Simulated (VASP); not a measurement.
Input of a VASP 6.6.1 run:

File INCAR:

```
SYSTEM = Ga2Te2S
  ALGO = Fast
  EDIFF = 1E-7
  EDIFFG = -0.01
  ENCUT = 600
  GGA = PE
  IBRION = 2
  ISIF = 3
  ISMEAR = 0
  LASPH = .True.
  LCHARG = .False.
  LREAL = .False.
  LWAVE = .False.
  NELM = 80
  NSW = 100
  PREC = Accurate
  SIGMA = 0.1
```

File KPOINTS:

```
k-points
0
Gamma
  8 8 6
  0 0 0
```

Contents of POSCAR:

```
Ga2Te2S
1.0
    5.0030948111      0.0000000000      0.0000000000
    0.0000000000      5.0030948111      0.0000000000
    0.0000000000      0.0000000000      6.2054140744
Ga Te S
2 2 1
Direct
    0.5000000000      0.0000000000      0.0000000000
    0.0000000000      0.5000000000      0.0000000000
    0.0000000000      0.0000000000      0.2576597362
    0.0000000000      0.0000000000      0.7423402638
    0.5000000000      0.5000000000      0.0000000000
```

Potentials or basis: VASP PAW PBE potentials, release 64 (Ga_d, Te, S).

The run is started by

```sh
$ cat potpaw_PBE.64/Ga_d/POTCAR potpaw_PBE.64/Te/POTCAR potpaw_PBE.64/S/POTCAR > POTCAR
$ mpirun -np 1 vasp_std > vasp.out
```

**Question.** Estimate the band gap on the k mesh.

**Answer.** Zero (bands 22 and 23 overlap by 3.71 eV).

**Question.** Predict the relaxed cell.

**Answer.** a = 4.891 Å, b = 4.891 Å, c = 6.535 Å, α = 90.00°, β = 90.00°, γ = 90.00°.

**Question.** Predict the relaxed volume.

**Answer.** 31.27 Å³/atom.

**Question.** What does it give for the space group after relaxing (to 0.1 Å)?

**Answer.** P4/mmm (No. 123).

Final structure:
```
Ga Te S
1.0
     4.89118    0.00000    0.00000
     0.00000    4.89118    0.00000
     0.00000    0.00000    6.53511
Ga Te S
2 2 1
Direct
  0.50000 0.00000 0.00000
  0.00000 0.50000 0.00000
  0.00000 0.00000 0.25809
  0.00000 0.00000 0.74191
  0.50000 0.50000 0.00000
```

Caveat: spin-orbit coupling is left out, which moves the levels of the heavy elements.
